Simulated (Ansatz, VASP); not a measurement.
**ZrS in VASP and in Ansatz**

```
Zr S
1.0
     0.00000    2.56909    2.56909
     2.56909    0.00000    2.56909
     2.56909    2.56909    0.00000
Zr S
1 1
Cartesian
  0.0000 0.0000 0.0000
  2.5691 2.5691 2.5691
```

Alike in both runs: functional LDA; k mesh 6 × 6 × 6; occupations gaussian, width 0.1 eV; no spin polarisation.

Ansatz relaxed the structure, and its values are those at the end. VASP's run is a single point on that final structure, the one shown.

|  | VASP | Ansatz |
| --- | --- | --- |
| version | VASP 6.6.1 | Ansatz 0.2.0 |
| potentials or method | VASP PAW LDA potentials, release 64 (Zr_sv, S), cutoff 500 eV | scalar-relativistic, plane waves, PAW |
| valence electrons in the cell | 18 | 18 |

Ansatz gave:

```
gap on the k mesh at the Fermi level (eV) : none
pressure (GPa)                            : -0.1
```

Q: Which values does VASP return?

A: gap on the k mesh at the Fermi level (eV): none; pressure (GPa): 0.2.

LDA's correlation is that of Perdew and Zunger in VASP and of Perdew and Wang (1992) in Ansatz. A gap of «none» marks a metal or a gap that the smearing closes.
